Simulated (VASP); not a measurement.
The system is SrTe.

```xyz
2
Lattice="0.0000 3.3528 3.3528 3.3528 0.0000 3.3528 3.3528 3.3528 0.0000" Properties=species:S:1:pos:R:3 pbc="T T T"
Sr    0.0000    0.0000    0.0000
Te    3.3528    3.3528    3.3528
```

Base run:

* Program: VASP 6.6.1
* Functional: HSE06
* Potentials or basis: VASP PAW PBE potentials, release 64 (Sr_sv, Te)
* Cutoff: 400 eV
* k mesh: 4 × 4 × 4
* Occupations: gaussian, width 0.01 eV
* Spin: no spin polarisation

Its results: band gap on the k mesh 2.49 eV, indirect (least direct gap 3.30 eV); pressure -0.2 GPa.

Question: After a change of settings the same cell gave: band gap on the k mesh 3.02 eV, indirect (least direct gap 3.86 eV); pressure -0.4 GPa. Which change was it?
A. functional from HSE06 to PBE-based screened hybrid; screening parameter from 0.2079 1/Å to 0.3 1/Å
B. functional from HSE06 to PBE-based screened hybrid; screening parameter from 0.2079 1/Å to 0.1 1/Å
C. functional from HSE06 to PBE; cutoff from 400 eV to 500 eV

Answer: B.

Caveats: the PAW data sets were made with another functional, which shifts forces and pressure a little; spin-orbit coupling is left out, which moves the levels of the heavy elements.
